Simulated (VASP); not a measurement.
Here is a VASP 6.6.1 calculation.

File INCAR:

```
  PREC = Accurate
  ENCUT = 520
  EDIFF = 1E-6
  ISMEAR = -1
  SIGMA = 0.05
  LREAL = False
  LASPH = True
  NELM = 100
  ALGO = Normal
  ISIF = 2
  LWAVE = False
  LCHARG = False
  NBANDS = 26
```

The input KPOINTS:

```
Automatic mesh
0
Gamma
  10 10 10
```

File POSCAR:

```
In2Au
1.0
    0.0000000000      3.2725304288      3.2725304288
    3.2725304288      0.0000000000      3.2725304288
    3.2725304288      3.2725304288      0.0000000000
In Au
2 1
Direct
    0.2500000000      0.2500000000      0.2500000000
    0.7500000000      0.7500000000      0.7500000000
    0.0000000000      0.0000000000      0.0000000000
```

Potentials or basis: VASP PAW LDA potentials, release 64 (In_d, Au).

Run with:

```console
$ cat potpaw_LDA.64/In_d/POTCAR potpaw_LDA.64/Au/POTCAR > POTCAR
$ mpirun -np 1 vasp_std > vasp.out
```

**Question.** Predict the pressure.

**Answer.** -2.5 GPa.
